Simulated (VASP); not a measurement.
Input of a VASP 6.6.1 run:

Contents of INCAR:

```
SYSTEM = NaZr3Sc
PREC = Accurate
ENCUT = 520
EDIFF = 1E-6
ISMEAR = 0
SIGMA = 0.1
LREAL = .FALSE.
LASPH = .TRUE.
NELM = 150
ALGO = Fast
ISIF = 2
LWAVE = .FALSE.
LCHARG = .FALSE.
ISPIN = 2
MAGMOM = 0 1 1 1 1
LORBIT = 11
LMAXMIX = 4
GGA = PE
NBANDS = 39
```

KPOINTS

```
regular mesh
0
G
  4 4 4
  0 0 0
```

Contents of POSCAR:

```
NaZr3Sc
1.0
    5.2277770545      0.0000000000      0.0000000000
    0.0000000000      5.2277770545      0.0000000000
    0.0000000000      0.0000000000      5.2277770545
Na Zr Sc
1 3 1
Direct
    0.5000000000      0.5000000000      0.5000000000
    0.5000000000      0.0000000000      0.0000000000
    0.0000000000      0.5000000000      0.0000000000
    0.0000000000      0.0000000000      0.5000000000
    0.0000000000      0.0000000000      0.0000000000
```

Potentials or basis: VASP PAW PBE potentials, release 64 (Na_pv, Zr_sv, Sc_sv).

Run with:

```sh
$ cat potpaw_PBE.64/Na_pv/POTCAR potpaw_PBE.64/Zr_sv/POTCAR potpaw_PBE.64/Sc_sv/POTCAR > POTCAR
$ mpirun -np 1 vasp_std > vasp.out
```

**Question.** What does it give for the net moment?

**Answer.** 1.65 μB per cell.

**Question.** Predict the site moments.

**Answer.** Na +0.00; Zr +0.29; Sc +0.32 μB.
